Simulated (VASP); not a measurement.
# ZrH (P4_2/mmc) in VASP: single point with PBEsol

Aim: the single point of ZrH with PBEsol.

All numbers are computed with VASP 6.6.1; they aren't measurements. Logs are shortened: lines on timing, memory, paths and dates and some standing lists are left out, and cuts for length are marked.

## Step 1: The cell of the first run

It takes space group P4_2/mmc (No. 131, tetragonal). The conventional cell has a = 2.983 Å, b = 2.983 Å, c = 5.146 Å, α = 90.00°, β = 90.00°, γ = 90.00°. Zr (site symmetry mmm) has 4 H at 1.97 Å within 2.6 Å. H (site symmetry -4m2) has 4 Zr at 1.97 Å and 2 H at 2.57 Å within 2.6 Å.

## Step 2: Single point, PBEsol (strain -0.080 along x and y, +0.040 along z)

INCAR

```
PREC = Accurate ; ENCUT = 520
EDIFF = 1E-7 ; ISMEAR = 0
SIGMA = 0.15 ; LREAL = F
LASPH = T ; NELM = 100
ALGO = Normal ; ISIF = 2
LWAVE = F ; LCHARG = F
GGA = PS ; NBANDS = 21
```

KPOINTS

```
Automatic mesh
0
Gamma
  14 14 10
```

POSCAR

```
ZrH
1.0
    2.9833683626      0.0000000000      0.0000000000
    0.0000000000      2.9833683626      0.0000000000
    0.0000000000      0.0000000000      5.1459200000
Zr H
2 2
Direct
    0.0000000000      0.5000000000      0.0000000000
    0.5000000000      0.0000000000      0.5000000000
    0.0000000000      0.0000000000      0.7500000000
    0.0000000000      0.0000000000      0.2500000000
```

Potentials or basis: VASP PAW PBE potentials, release 64 (Zr_sv, H).

Launch:

```console
$ cat potpaw_PBE.64/Zr_sv/POTCAR potpaw_PBE.64/H/POTCAR > POTCAR
$ mpirun -np 1 vasp_std > vasp.out
```

OUTCAR:

```text
PREC = Accurate
   ENCUT = 520
   EDIFF = 1E-7
   ISMEAR = 0
   LREAL = F
   LASPH = T
   NELM = 100
   ISIF = 2
   GGA = PS

 ion  position               nearest neighbor table
   1  0.000  0.500  0.000-   3 1.97   4 1.97   3 1.97   4 1.97   2 3.33   2 3.33   2 3.33   2 3.33
                             2 3.33   2 3.33   2 3.33   2 3.33
   2  0.500  0.000  0.500-   3 1.97   4 1.97   3 1.97   4 1.97   1 3.33   1 3.33   1 3.33   1 3.33
                             1 3.33   1 3.33   1 3.33   1 3.33
   3  0.000  0.000  0.750-   1 1.97   2 1.97   1 1.97   2 1.97
   4  0.000  0.000  0.250-   1 1.97   2 1.97   1 1.97   2 1.97

  LATTYP: Found a simple tetragonal cell.
 ALAT       =     2.9833683626
 C/A-ratio  =     1.7248691327

  Lattice vectors:

 A1 = (   2.9833683626,   0.0000000000,   0.0000000000)
 A2 = (   0.0000000000,   2.9833683626,   0.0000000000)
 A3 = (   0.0000000000,   0.0000000000,   5.1459200000)

Analysis of symmetry for initial positions (statically):
=====================================================================
 Subroutine PRICEL returns:
 Original cell was already a primitive cell.

 Routine SETGRP: Setting up the symmetry group for a
 simple tetragonal supercell.

 Subroutine GETGRP returns: Found 16 space group operations
 (whereof  8 operations were pure point group operations)
 out of a pool of 16 trial point group operations.

The static configuration has the point symmetry D_2h.
 The point group associated with its full space group is D_4h.

Analysis of symmetry for dynamics (positions and initial velocities):
=====================================================================
 Subroutine PRICEL returns:
 Original cell was already a primitive cell.

 Routine SETGRP: Setting up the symmetry group for a
 simple tetragonal supercell.

 Subroutine GETGRP returns: Found 16 space group operations
 (whereof  8 operations were pure point group operations)
 out of a pool of 16 trial point group operations.

The dynamic configuration has the point symmetry D_2h.
 The point group associated with its full space group is D_4h.

 Subroutine INISYM returns: Found 16 space group operations
 (whereof  8 operations are pure point group operations),
 and found     1 'primitive' translations

----------------------------------------------------------------------------------------

                                     Primitive cell

  volume of cell :      45.8012

  direct lattice vectors                    reciprocal lattice vectors
     2.983368363  0.000000000  0.000000000     0.335191595  0.000000000  0.000000000
     0.000000000  2.983368363  0.000000000     0.000000000  0.335191595  0.000000000
     0.000000000  0.000000000  5.145920000     0.000000000  0.000000000  0.194328711

  length of vectors
     2.983368363  2.983368363  5.145920000     0.335191595  0.335191595  0.194328711

  position of ions in fractional coordinates (direct lattice)
     0.000000000  0.500000000  0.000000000
     0.500000000  0.000000000  0.500000000
     0.000000000  0.000000000  0.750000000
     0.000000000  0.000000000  0.250000000

  ion indices of the primitive-cell ions
   primitive index   ion index
                 1           1
                 2           2
                 3           3
                 4           4

----------------------------------------------------------------------------------------

 KPOINTS: Automatic mesh

Automatic generation of k-mesh.
 Grid dimensions read from file:
 generate k-points for:   14   14   10

 Generating k-lattice:

  Cartesian coordinates                     Fractional coordinates (reciprocal lattice)
     0.023942257  0.000000000  0.000000000     0.071428571  0.000000000  0.000000000
     0.000000000  0.023942257  0.000000000     0.000000000  0.071428571  0.000000000
     0.000000000  0.000000000  0.019432871     0.000000000  0.000000000  0.100000000

  Length of vectors
     0.023942257  0.023942257  0.019432871

  Shift w.r.t. Gamma in fractional coordinates (k-lattice)
     0.000000000  0.000000000  0.000000000

 Subroutine IBZKPT returns following result:
 ===========================================

 Found    216 irreducible k-points:

 Following reciprocal coordinates:
            Coordinates               Weight
  0.000000  0.000000  0.000000      1.000000
  0.071429  0.000000  0.000000      4.000000
  0.142857  0.000000  0.000000      4.000000
  0.214286  0.000000  0.000000      4.000000
  0.285714  0.000000  0.000000      4.000000
  0.357143  0.000000  0.000000      4.000000
[... 16 lines left out ...]
  0.285714  0.214286  0.000000      8.000000
  0.357143  0.214286  0.000000      8.000000
 [... further k-points ...]
   k-points           NKPTS =    216   k-points in BZ     NKDIM =    216   number of bands    NBANDS=     21
   number of dos      NEDOS =    301   number of ions     NIONS =      4
   total plane-waves  NPLWV =  23040
   dimension x,y,z NGX =    24 NGY =   24 NGZ =   40
   dimension x,y,z NGXF=    48 NGYF=   48 NGZF=   80
   ions per type =               2   2
   NGX,Y,Z   is equivalent  to a cutoff of  13.37, 13.37, 12.92 a.u.
   NGXF,Y,Z  is equivalent  to a cutoff of  26.75, 26.75, 25.85 a.u.
 SYSTEM =  unknown system
   PREC   = accura    normal or accurate (medium, high low for compatibility)
   ISTART =      0    job   : 0-new  1-cont  2-samecut
   ICHARG =      2    charge: 1-file 2-atom 10-const
   ISPIN  =      1    spin polarized calculation?
   LNONCOLLINEAR =      F non collinear calculations
   LSORBIT =      F    spin-orbit coupling
   LASPH  =      T    aspherical Exc in radial PAW
   ENCUT  =  520.0 eV  38.22 Ry    6.18 a.u.   5.55  5.55  9.57*2*pi/ulx,y,z
   NELM   =    100;   NELMIN=  2; NELMDL= -5     # of ELM steps
   EDIFF  = 0.1E-06   stopping-criterion for ELM
   LREAL  =      F    real-space projection
   EDIFFG = 0.1E-05   stopping-criterion for IOM
   NSW    =      0    number of steps for IOM
   IBRION =     -1    ionic relax: 0-MD 1-quasi-New 2-CG
   NFREE  =      0    steps in history (QN), initial steepest desc. (CG)
   ISIF   =      2    stress and relaxation
   ISYM   =      2    0-nonsym 1-usesym 2-fastsym
   POTIM  = 0.5000    time-step for ionic-motion
   TEBEG  =    0.0;   TEEND  =   0.0 temperature during run
   PSTRESS=    0.0 pullay stress
   NELECT =      26.0000    total number of electrons
   NUPDOWN=      -1.0000    fix difference up-down
   EMIN   =  10.00;   EMAX   =-10.00  energy-range for DOS
   EFERMI =   0.00;   METHOD = LEGACY
   ISMEAR =     0;   SIGMA  =   0.15  broadening in eV -4-tet -1-fermi 0-gaus
   EFERMI_NEDOS =   21; number of points for ismear=-14 and -15
   IALGO  =     38    algorithm
   IMIX   =      4    mixing-type and parameters
     AMIX     =   0.40;   BMIX     =  1.00
     AMIX_MAG =   1.60;   BMIX_MAG =  1.00
  volume/ion in A,a.u.               =      11.45        77.27
  Fermi-wavevector in a.u.,A,eV,Ry     =   1.355523  2.561568 24.999939  1.837444
  Thomas-Fermi vector in A             =   2.482604
   LORBIT       =      0    0 simple, 1 ext, 2 COOP (PROOUT), +10 PAW based schemes
   GGA     = PS    functional components
   LHFCALC =     F    Hartree Fock is set to
   AEXX    =    0.0000 exact exchange contribution
   IVDW    =     0    specifies the selected vdW correction
   LEPSILON=     F    determine dielectric tensor
   LRPA    =     F    only Hartree local field effects (RPA)
 non-spin polarized calculation
 Gauss-broadening in eV      SIGMA  =   0.15
  energy-cutoff  :      520.00
  volume of cell :       45.80
 maximum number of plane-waves:      1252
 NGX is ok and might be reduce to    24
   NGX = 11   NGY = 11   NGZ = 19

 number of electron      26.0000002 magnetization

 Free energy of the ion-electron system (eV)
  ---------------------------------------------------
  ext. energy  EPLUGINS =         0.00000000
  ---------------------------------------------------
  free energy    TOTEN  =       -26.39019927 eV

  energy without entropy =      -26.36559884  energy(sigma->0) =      -26.37789906

 E-fermi :   9.2795     XC(G=0): -11.7454

 val. band max:        9.2749688679   @ k =   0.1429   0.0714   0.1000
 cond. band min:       9.2819490808   @ k =   0.3571   0.0714   0.3000
 fundamental gap:      0.0069802129
 Fermi energy:         9.2795059867

 k-point     1 :       0.0000    0.0000    0.0000
  band No.  band energies     occupation
      1     -39.0158      2.00000
      2     -38.8794      2.00000
      3     -17.6469      2.00000
      4     -16.6697      2.00000
      5     -16.6638      2.00000
      6     -16.6638      2.00000
[... 13 lines left out ...]
     20      15.1534      0.00000
     21      16.0782      0.00000

 k-point     2 :       0.0714    0.0000    0.0000
  band No.  band energies     occupation
      1     -39.0086      2.00000
      2     -38.8754      2.00000
      3     -17.6284      2.00000
      4     -16.7191      2.00000
      5     -16.6745      2.00000
      6     -16.6573      2.00000
[... 13 lines left out ...]
     20      14.9173      0.00000
     21      16.5905      0.00000

 k-point     3 :       0.1429    0.0000    0.0000
  band No.  band energies     occupation
      1     -38.9880      2.00000
      2     -38.8646      2.00000
      3     -17.5746      2.00000
      4     -16.8726      2.00000
      5     -16.6898      2.00000
      6     -16.6622      2.00000
[... 13 lines left out ...]
     20      15.0081      0.00000
     21      17.5714      0.00000
[... 457 lines left out ...]
 k-point    23 :       0.2857    0.2143    0.0000
  band No.  band energies     occupation
      1     -38.8688      2.00000
      2     -38.8008      2.00000
      3     -17.3166      2.00000
      4     -17.2606      2.00000
      5     -17.0947      2.00000
      6     -16.9589      2.00000
[... 13 lines left out ...]
     20      16.9605      0.00000
     21      16.9934      0.00000

 k-point    24 :       0.3571    0.2143    0.0000
  band No.  band energies     occupation
      1     -38.8358      2.00000
      2     -38.7881      2.00000
      3     -17.5129      2.00000
      4     -17.2759      2.00000
      5     -17.1584      2.00000
      6     -16.9384      2.00000
[... 13 lines left out ...]
     20      16.9990      0.00000
     21      17.5385      0.00000

 [... further k-points ...]
[... 5 lines left out ...]
  --------------------------------------------------------------------------------------
  -------------------------------------------------------------------------------------
  Total        4.6995058      4.6995058      2.4998765      0.0000000      0.0000000      0.0000000
  in kB      164.3940065    164.3940065     87.4484947      0.0000000      0.0000000      0.0000000
  external PRESSURE =     138.7455025 kB  Pullay stress =       0.0000000 kB

 VOLUME and BASIS-vectors are now :
 -----------------------------------------------------------------------------
  energy-cutoff  :      520.00
  volume of cell :       45.80
      direct lattice vectors                 reciprocal lattice vectors
     2.983368363  0.000000000  0.000000000     0.335191595  0.000000000  0.000000000
     0.000000000  2.983368363  0.000000000     0.000000000  0.335191595  0.000000000
     0.000000000  0.000000000  5.145920000     0.000000000  0.000000000  0.194328711

 POSITION                                       TOTAL-FORCE (eV/Angst)
 -----------------------------------------------------------------------------------
      0.00000      1.49168      0.00000         0.000000      0.000000      0.000000
      1.49168      0.00000      2.57296         0.000000      0.000000      0.000000
      0.00000      0.00000      3.85944         0.000000      0.000000     -0.000000
      0.00000      0.00000      1.28648        -0.000000      0.000000      0.000000
 -----------------------------------------------------------------------------------
    total drift:                                0.000000      0.000000     -0.000000

  FREE ENERGIE OF THE ION-ELECTRON SYSTEM (eV)
  ---------------------------------------------------
  free  energy   TOTEN  =       -26.3901992720 eV

  energy  without entropy=      -26.3655988444  energy(sigma->0) =      -26.37789906
```

Run time: 3.7 min. Hardware: 1 thread of Oxide Virtual Turin-like, shared host; peak memory 0.26 GiB.

What came out:

| Property | Result |
| --- | --- |
| Free energy | -26.3902 eV |
| Pressure | 13.9 GPa |
| Band gap on the k mesh | zero (band 13 reaches 9.65 eV, above the bottom of band 14 at 8.76 eV) |

Stress tensor (GPa, compression positive):
```
16.44  0.00  0.00
 0.00 16.44  0.00
 0.00  0.00  8.74
```

Levels at points of the mesh, in eV from the Fermi level:
| k point | band 10 | band 11 | band 12 | band 13 | band 14 | band 15 | band 16 | band 17 |
| --- | --- | --- | --- | --- | --- | --- | --- | --- |
| (0.00, 0.00, 0.00) | -3.54 | -3.20 | -2.78 | -0.43 | 1.50 | 1.58 | 1.58 | 5.02 |
| (0.50, 0.00, 0.00) | -5.78 | -1.52 | -1.13 | -0.39 | -0.16 | 2.43 | 2.67 | 3.38 |
| (0.50, 0.50, 0.00) | -3.20 | -3.20 | -2.91 | -1.96 | 3.82 | 4.38 | 4.61 | 4.71 |
| (0.00, 0.00, 0.50) | -6.70 | -1.87 | -1.87 | -0.52 | -0.52 | 2.79 | 2.79 | 3.36 |
| (0.50, 0.00, 0.50) | -3.45 | -2.94 | -0.49 | -0.05 | 1.18 | 1.62 | 2.08 | 4.71 |
| (0.50, 0.50, 0.50) | -5.39 | -2.46 | -2.46 | -0.12 | -0.12 | 1.79 | 1.79 | 6.87 |

Caveat: the cell differs from its parent crystal (strain -0.080 along x and y, +0.040 along z); the PAW data sets were made with another functional, which shifts forces and pressure a little.
